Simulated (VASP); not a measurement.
# GaSb (F-43m) in VASP: notebook, part 2 of 2

VASP 6.6.1.

## Step 5: Single point, PBEsol (volume scaled by 1.06)

File INCAR:

```
SYSTEM = GaSb
PREC = Accurate
ENCUT = 520
EDIFF = 1E-7
ISMEAR = 0
SIGMA = 0.1
LREAL = .FALSE.
LASPH = .TRUE.
NELM = 60
ALGO = Normal
ISIF = 2
LWAVE = .FALSE.
LCHARG = .TRUE.
GGA = PS
LELF = .TRUE.
LVHAR = .TRUE.
NBANDS = 16
```

File KPOINTS:

```
regular mesh
0
G
  12 12 12
  0 0 0
```

File POSCAR:

```
GaSb
1.0
    0.0000000000      3.1155434918      3.1155434918
    3.1155434918      0.0000000000      3.1155434918
    3.1155434918      3.1155434918      0.0000000000
Ga Sb
1 1
Direct
    0.0000000000      0.0000000000      0.0000000000
    0.2500000000      0.2500000000      0.2500000000
```

Potentials or basis: VASP PAW PBE potentials, release 64 (Ga_d, Sb).

Launch:

```console
> cat potpaw_PBE.64/Ga_d/POTCAR potpaw_PBE.64/Sb/POTCAR > POTCAR
> mpirun -np 1 vasp_std > vasp.out
```

OUTCAR:

```text
SYSTEM = GaSb
   PREC = Accurate
   ENCUT = 520
   EDIFF = 1E-7
   ISMEAR = 0
   LREAL = .FALSE.
   LASPH = .TRUE.
   NELM = 60
   ISIF = 2
   GGA = PS

 ion  position               nearest neighbor table
   1  0.000  0.000  0.000-   2 2.70   2 2.70   2 2.70   2 2.70
   2  0.250  0.250  0.250-   1 2.70   1 2.70   1 2.70   1 2.70

  LATTYP: Found a face centered cubic cell.
 ALAT       =     6.2310869836

  Lattice vectors:

 A1 = (   0.0000000000,   3.1155434918,   3.1155434918)
 A2 = (   3.1155434918,   0.0000000000,   3.1155434918)
 A3 = (   3.1155434918,   3.1155434918,   0.0000000000)

Analysis of symmetry for initial positions (statically):
=====================================================================
 Subroutine PRICEL returns:
 Original cell was already a primitive cell.

 Routine SETGRP: Setting up the symmetry group for a
 face centered cubic supercell.

 Subroutine GETGRP returns: Found 24 space group operations
 (whereof 24 operations were pure point group operations)
 out of a pool of 48 trial point group operations.

The static configuration has the point symmetry T_d .

Analysis of symmetry for dynamics (positions and initial velocities):
=====================================================================
 Subroutine PRICEL returns:
 Original cell was already a primitive cell.

 Routine SETGRP: Setting up the symmetry group for a
 face centered cubic supercell.

 Subroutine GETGRP returns: Found 24 space group operations
 (whereof 24 operations were pure point group operations)
 out of a pool of 48 trial point group operations.

The dynamic configuration has the point symmetry T_d .

 Subroutine INISYM returns: Found 24 space group operations
 (whereof 24 operations are pure point group operations),
 and found     1 'primitive' translations

----------------------------------------------------------------------------------------

                                     Primitive cell

  volume of cell :      60.4827

  direct lattice vectors                    reciprocal lattice vectors
     0.000000000  3.115543492  3.115543492    -0.160485643  0.160485643  0.160485643
     3.115543492  0.000000000  3.115543492     0.160485643 -0.160485643  0.160485643
     3.115543492  3.115543492  0.000000000     0.160485643  0.160485643 -0.160485643

  length of vectors
     4.406043860  4.406043860  4.406043860     0.277969287  0.277969287  0.277969287

  position of ions in fractional coordinates (direct lattice)
     0.000000000  0.000000000  0.000000000
     0.250000000  0.250000000  0.250000000

  ion indices of the primitive-cell ions
   primitive index   ion index
                 1           1
                 2           2

----------------------------------------------------------------------------------------

 KPOINTS: regular mesh

Automatic generation of k-mesh.
 Grid dimensions read from file:
 generate k-points for:   12   12   12

 Generating k-lattice:

  Cartesian coordinates                     Fractional coordinates (reciprocal lattice)
    -0.013373804  0.013373804  0.013373804     0.083333333  0.000000000  0.000000000
     0.013373804 -0.013373804  0.013373804     0.000000000  0.083333333  0.000000000
     0.013373804  0.013373804 -0.013373804     0.000000000  0.000000000  0.083333333

  Length of vectors
     0.023164107  0.023164107  0.023164107

  Shift w.r.t. Gamma in fractional coordinates (k-lattice)
     0.000000000  0.000000000  0.000000000

 Subroutine IBZKPT returns following result:
 ===========================================

 Found     72 irreducible k-points:

 Following reciprocal coordinates:
            Coordinates               Weight
  0.000000  0.000000  0.000000      1.000000
  0.083333  0.000000  0.000000      8.000000
  0.166667  0.000000  0.000000      8.000000
  0.250000  0.000000  0.000000      8.000000
  0.333333  0.000000  0.000000      8.000000
  0.416667  0.000000  0.000000      8.000000
[... 16 lines left out ...]
  0.500000  0.166667  0.000000     24.000000
 -0.416667  0.166667  0.000000     24.000000
 [... further k-points ...]
   k-points           NKPTS =     72   k-points in BZ     NKDIM =     72   number of bands    NBANDS=     16
   number of dos      NEDOS =    301   number of ions     NIONS =      2
   total plane-waves  NPLWV =  46656
   dimension x,y,z NGX =    36 NGY =   36 NGZ =   36
   dimension x,y,z NGXF=    72 NGYF=   72 NGZF=   72
   ions per type =               1   1
   NGX,Y,Z   is equivalent  to a cutoff of  13.58, 13.58, 13.58 a.u.
   NGXF,Y,Z  is equivalent  to a cutoff of  27.17, 27.17, 27.17 a.u.
 SYSTEM =  GaSb
   PREC   = accura    normal or accurate (medium, high low for compatibility)
   ISTART =      0    job   : 0-new  1-cont  2-samecut
   ICHARG =      2    charge: 1-file 2-atom 10-const
   ISPIN  =      1    spin polarized calculation?
   LNONCOLLINEAR =      F non collinear calculations
   LSORBIT =      F    spin-orbit coupling
   LASPH  =      T    aspherical Exc in radial PAW
   ENCUT  =  520.0 eV  38.22 Ry    6.18 a.u.   8.19  8.19  8.19*2*pi/ulx,y,z
   NELM   =     60;   NELMIN=  2; NELMDL= -5     # of ELM steps
   EDIFF  = 0.1E-06   stopping-criterion for ELM
   LREAL  =      F    real-space projection
   EDIFFG = 0.1E-05   stopping-criterion for IOM
   NSW    =      0    number of steps for IOM
   IBRION =     -1    ionic relax: 0-MD 1-quasi-New 2-CG
   NFREE  =      0    steps in history (QN), initial steepest desc. (CG)
   ISIF   =      2    stress and relaxation
   ISYM   =      2    0-nonsym 1-usesym 2-fastsym
   POTIM  = 0.5000    time-step for ionic-motion
   TEBEG  =    0.0;   TEEND  =   0.0 temperature during run
   PSTRESS=    0.0 pullay stress
   NELECT =      18.0000    total number of electrons
   NUPDOWN=      -1.0000    fix difference up-down
   EMIN   =  10.00;   EMAX   =-10.00  energy-range for DOS
   EFERMI =   0.00;   METHOD = LEGACY
   ISMEAR =     0;   SIGMA  =   0.10  broadening in eV -4-tet -1-fermi 0-gaus
   EFERMI_NEDOS =   21; number of points for ismear=-14 and -15
   IALGO  =     38    algorithm
   IMIX   =      4    mixing-type and parameters
     AMIX     =   0.40;   BMIX     =  1.00
     AMIX_MAG =   1.60;   BMIX_MAG =  1.00
  volume/ion in A,a.u.               =      30.24       204.08
  Fermi-wavevector in a.u.,A,eV,Ry     =   1.093004  2.065479 16.254313  1.194658
  Thomas-Fermi vector in A             =   2.229281
   LORBIT       =      0    0 simple, 1 ext, 2 COOP (PROOUT), +10 PAW based schemes
   GGA     = PS    functional components
   LHFCALC =     F    Hartree Fock is set to
   AEXX    =    0.0000 exact exchange contribution
   IVDW    =     0    specifies the selected vdW correction
   LEPSILON=     F    determine dielectric tensor
   LRPA    =     F    only Hartree local field effects (RPA)
 non-spin polarized calculation
 Gauss-broadening in eV      SIGMA  =   0.10
  energy-cutoff  :      520.00
  volume of cell :       60.48
 maximum number of plane-waves:      1660
 NGX is ok and might be reduce to    36
   NGX = 17   NGY = 17   NGZ = 17

 number of electron      17.9999992 magnetization

 Free energy of the ion-electron system (eV)
  ---------------------------------------------------
  ext. energy  EPLUGINS =         0.00000000
  ---------------------------------------------------
  free energy    TOTEN  =        -8.12737446 eV

  energy without entropy =       -8.12723030  energy(sigma->0) =       -8.12730238

 E-fermi :   4.2360     XC(G=0):  -9.0303

 val. band max:        4.1867496768   @ k =   0.0000   0.0000   0.0000
 cond. band min:       4.4253648381   @ k =   0.5000   0.0000   0.0000
 fundamental gap:      0.2386151613
 Fermi energy:         4.2360151569

 k-point     1 :       0.0000    0.0000    0.0000
  band No.  band energies     occupation
      1     -10.7105      2.00000
      2     -10.7105      2.00000
      3     -10.7105      2.00000
      4     -10.6681      2.00000
      5     -10.6681      2.00000
      6      -6.9478      2.00000
[... 8 lines left out ...]
     15      12.6787      0.00000
     16      12.6787      0.00000
[... 419 lines left out ...]
 k-point    24 :      -0.4167    0.1667    0.0000
  band No.  band energies     occupation
      1     -10.7354      2.00000
      2     -10.6997      2.00000
      3     -10.6989      2.00000
      4     -10.6693      2.00000
      5     -10.6680      2.00000
      6      -5.2772      2.00000
[... 8 lines left out ...]
     15      12.7150      0.00000
     16      13.0846      0.00000

 [... further k-points ...]

------------------------ aborting loop because EDIFF is reached ----------------------------------------

  FORCE on cell =-STRESS in cart. coord.  units (eV):
  Direction    XX          YY          ZZ          XY          YZ          ZX
  --------------------------------------------------------------------------------------
  -------------------------------------------------------------------------------------
  Total       -0.9612142     -0.9612142     -0.9612142      0.0000000      0.0000000     -0.0000000
  in kB      -25.4623972    -25.4623972    -25.4623972      0.0000000      0.0000000     -0.0000000
  external PRESSURE =     -25.4623972 kB  Pullay stress =       0.0000000 kB

 VOLUME and BASIS-vectors are now :
 -----------------------------------------------------------------------------
  energy-cutoff  :      520.00
  volume of cell :       60.48
      direct lattice vectors                 reciprocal lattice vectors
     0.000000000  3.115543492  3.115543492    -0.160485643  0.160485643  0.160485643
     3.115543492  0.000000000  3.115543492     0.160485643 -0.160485643  0.160485643
     3.115543492  3.115543492  0.000000000     0.160485643  0.160485643 -0.160485643

 POSITION                                       TOTAL-FORCE (eV/Angst)
 -----------------------------------------------------------------------------------
      0.00000      0.00000      0.00000         0.000000      0.000000      0.000000
      1.55777      1.55777      1.55777        -0.000000     -0.000000     -0.000000
 -----------------------------------------------------------------------------------
    total drift:                                0.000000      0.000000      0.000000

  FREE ENERGIE OF THE ION-ELECTRON SYSTEM (eV)
  ---------------------------------------------------
  free  energy   TOTEN  =        -8.1273744623 eV

  energy  without entropy=       -8.1272303034  energy(sigma->0) =       -8.12730238
```

OSZICAR:

```text
N       E                     dE             d eps       ncg     rms          rms(c)
DAV:   1     0.822043042440E+02    0.82204E+02   -0.85258E+03  2344   0.135E+03
DAV:   2    -0.166182441886E+01   -0.83866E+02   -0.80971E+02  2696   0.299E+02
DAV:   3    -0.809348619681E+01   -0.64317E+01   -0.64184E+01  2688   0.654E+01
DAV:   4    -0.821237392049E+01   -0.11889E+00   -0.11887E+00  2928   0.100E+01
DAV:   5    -0.821523755342E+01   -0.28636E-02   -0.28636E-02  2864   0.138E+00    0.291E+00
DAV:   6    -0.814928790728E+01    0.65950E-01   -0.82294E-02  3200   0.469E+00    0.169E+00
DAV:   7    -0.812712452996E+01    0.22163E-01   -0.36376E-02  2912   0.171E+00    0.356E-01
DAV:   8    -0.812707149694E+01    0.53033E-04   -0.45338E-03  3032   0.776E-01    0.828E-02
DAV:   9    -0.812736128175E+01   -0.28978E-03   -0.42773E-04  2704   0.166E-01    0.301E-02
DAV:  10    -0.812736581662E+01   -0.45349E-05   -0.22030E-05  3088   0.409E-02    0.694E-03
DAV:  11    -0.812737421429E+01   -0.83977E-05   -0.10379E-05  2640   0.208E-02    0.417E-03
DAV:  12    -0.812737449256E+01   -0.27826E-06   -0.69127E-07  3048   0.826E-03    0.398E-04
DAV:  13    -0.812737446234E+01    0.30211E-07   -0.24299E-08  2136   0.165E-03
   1 F= -.81273745E+01 E0= -.81273024E+01  d E =-.144159E-03
```

stdout:

```text
POSCAR found type information on POSCAR GaSb
 POSCAR found :  2 types and       2 ions
 scaLAPACK will be used
 -----------------------------------------------------------------------------
|                                                                             |
|                                                                             |
|     You enforced a specific xc type in the INCAR file but a different       |
|     I HOPE YOU KNOW WHAT YOU ARE DOING!                                     |
|                                                                             |
 -----------------------------------------------------------------------------

 LDA part: xc-table for (Slater+PW92), standard interpolation
 POSCAR, INCAR and KPOINTS ok, starting setup
 FFT: planning ... GRIDC
 FFT: planning ... GRID_SOFT
 FFT: planning ... GRID
 WAVECAR not read
 entering main loop
```

Run time: 3.1 min. Hardware: 1 thread of AMD EPYC 7R13, shared host; peak memory 0.22 GiB.

What came out:

```
Free energy            : -8.1274 eV
Pressure               : -2.5 GPa
Band gap on the k mesh : zero (filled and empty bands touch)
```

Levels at points of the mesh, in eV from the Fermi level:
| k point | band 7 | band 8 | band 9 | band 10 | band 11 | band 12 |
| --- | --- | --- | --- | --- | --- | --- |
| (0.00, 0.00, 0.00) | -0.44 | -0.05 | -0.05 | -0.05 | 2.72 | 2.72 |
| (0.50, 0.00, 0.00) | -6.18 | -1.12 | -1.12 | 0.19 | 3.66 | 3.66 |
| (0.50, 0.50, 0.00) | -6.64 | -2.45 | -2.45 | 0.85 | 1.21 | 8.26 |

Caveat: the PAW data sets were made with another functional, which shifts forces and pressure a little; spin-orbit coupling is left out, which moves the levels of the heavy elements.

## Step 6: Single point, PBEsol (strained)

File INCAR:

```
PREC = Accurate
ENCUT = 520
EDIFF = 1E-6
ISMEAR = 0
SIGMA = 0.1
LREAL = F
LASPH = T
NELM = 80
ALGO = Normal
ISIF = 2
LWAVE = F
LCHARG = F
GGA = PS
NBANDS = 16
```

File KPOINTS:

```
Automatic mesh
0
Gamma
  12 12 12
```

File POSCAR:

```
GaSb
1.0
    0.0000000000      3.0050086500      3.0050086500
    3.0050086500      0.0000000000      3.0050086500
    3.0050086500      3.0050086500      0.0000000000
Ga Sb
1 1
Direct
    0.0000000000      0.0000000000      0.0000000000
    0.7500000000      0.7500000000      0.7500000000
```

Potentials or basis: VASP PAW PBE potentials, release 64 (Ga_d, Sb).

Launch:

```console
> cat potpaw_PBE.64/Ga_d/POTCAR potpaw_PBE.64/Sb/POTCAR > POTCAR
> mpirun -np 1 vasp_std > vasp.out
```

Wall time 85 s (1 thread of AMD EPYC 7R13, shared host); peak memory 0.19 GiB.

It converged, with:

```yaml
Free_energy: -8.1291 eV
Pressure: 3.0 GPa
Band_gap_on_the_k_mesh: 0.38 eV, direct
```

Levels at points of the mesh, in eV from the valence-band top:
| k point | band 6 | band 7 | band 8 | band 9 | band 10 | band 11 | band 12 | band 13 |
| --- | --- | --- | --- | --- | --- | --- | --- | --- |
| (0.00, 0.00, 0.00) | -11.89 | 0.00 | 0.00 | 0.00 | 0.38 | 2.74 | 2.74 | 2.74 |
| (0.50, 0.00, 0.00) | -10.12 | -6.67 | -1.25 | -1.25 | 0.46 | 3.71 | 3.71 | 6.28 |
| (0.50, 0.50, 0.00) | -9.21 | -7.09 | -2.78 | -2.78 | 0.77 | 1.05 | 9.02 | 9.02 |

Caveat: the cell differs from its parent crystal (strained); the PAW data sets were made with another functional, which shifts forces and pressure a little; spin-orbit coupling is left out, which moves the levels of the heavy elements. A k mesh can miss the band edges.

## Step 7: The runs side by side

| cell | gap on the mesh (eV) | pressure (GPa) |
| --- | --- | --- |
| a = 4.278 Å, angles 60.0°, 2 atoms | 0.23 | 1.8 |
| a = 4.321 Å, angles 60.0°, 2 atoms | - | 0.1 |
| a = 4.364 Å, angles 60.0°, 2 atoms | none | -1.3 |
| a = 4.406 Å, angles 60.0°, 2 atoms | none | -2.5 |
| a = 4.250 Å, angles 60.0°, 2 atoms | 0.38 | 3.0 |

Alike in all rows: task single point; level PBEsol; potentials or basis VASP PAW PBE potentials, release 64 (Ga_d, Sb); no spin polarisation; k mesh 12 × 12 × 12; cutoff (eV) 520; smearing gaussian 0.1 eV.

Caveats: the PAW data sets were made with another functional, which shifts forces and pressure a little; spin-orbit coupling is left out, which moves the levels of the heavy elements.

Absolute energies hang on the potentials; compare differences alone.
